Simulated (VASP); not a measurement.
**SiO2: single point with PBE**

SiO2:

```
Si O
1.0
     3.98634    0.00000    0.00000
     0.00000    3.98634    0.00000
     0.00000    0.00000    3.03820
Si O
2 4
Direct
  0.50000 0.50000 0.50000
  0.00000 0.00000 0.00000
  0.69302 0.69302 0.00000
  0.19302 0.80698 0.50000
  0.30698 0.30698 0.00000
  0.80698 0.19302 0.50000
```

This cell differs from its parent crystal: ratio of the length along z to the lengths across it x 1.2, volume and fractional coordinates fixed.

| Property | Result |
| --- | --- |
| Program | VASP 6.6.1 |
| Task | single point |
| Functional | PBE |
| Potentials or basis | VASP PAW PBE potentials, release 64 (Si, O) |
| Cutoff | 520 eV |
| k mesh | 6 × 6 × 10 |
| Occupations | gaussian, width 0.05 eV |
| Spin | no spin polarisation |
| Dipole correction | no |
| Further INCAR settings | ALGO = Normal; EDIFF = 1e-06; NBANDS = 25 |

| Property | Result |
| --- | --- |
| Pressure | -1.6 GPa |
| Largest force | 1.086 eV/Å |
| Band gap on the k mesh | 4.29 eV, direct |

Forces in eV/Å, atoms in the order of the input:
```
Si   0.000  0.000  0.000
Si   0.000  0.000  0.000
O    0.768  0.768  0.000
O    0.768 -0.768  0.000
O   -0.768 -0.768  0.000
O   -0.768  0.768  0.000
```

Stress tensor (GPa, compression positive):
```
 19.36   0.00   0.00
  0.00  19.36   0.00
  0.00   0.00 -43.48
```

Levels at points of the mesh, in eV from the valence-band top:
```tsv
k point	band 14	band 15	band 16	band 17	band 18	band 19
(0.00, 0.00, 0.00)	-0.49	-0.49	0.00	4.29	4.70	6.28
(0.50, 0.00, 0.00)	-2.63	-0.76	-0.76	6.26	6.26	7.21
(0.50, 0.50, 0.00)	-2.85	-1.30	-1.30	5.88	5.88	8.55
(0.00, 0.00, 0.50)	-3.06	-2.07	-2.07	8.86	8.86	11.43
(0.50, 0.00, 0.50)	-1.51	-1.21	-1.21	8.86	8.86	11.11
(0.50, 0.50, 0.50)	-0.98	-0.96	-0.96	7.29	7.29	11.51
```

Wall time 50 s on 1 thread of Intel(R) Xeon(R) Platinum 8488C (Sapphire Rapids), with other jobs on the host, peak memory 0.18 GiB.

Caveat: forces of over 1 eV/Å act on the atoms, so gaps and moduli don't describe the material at rest.
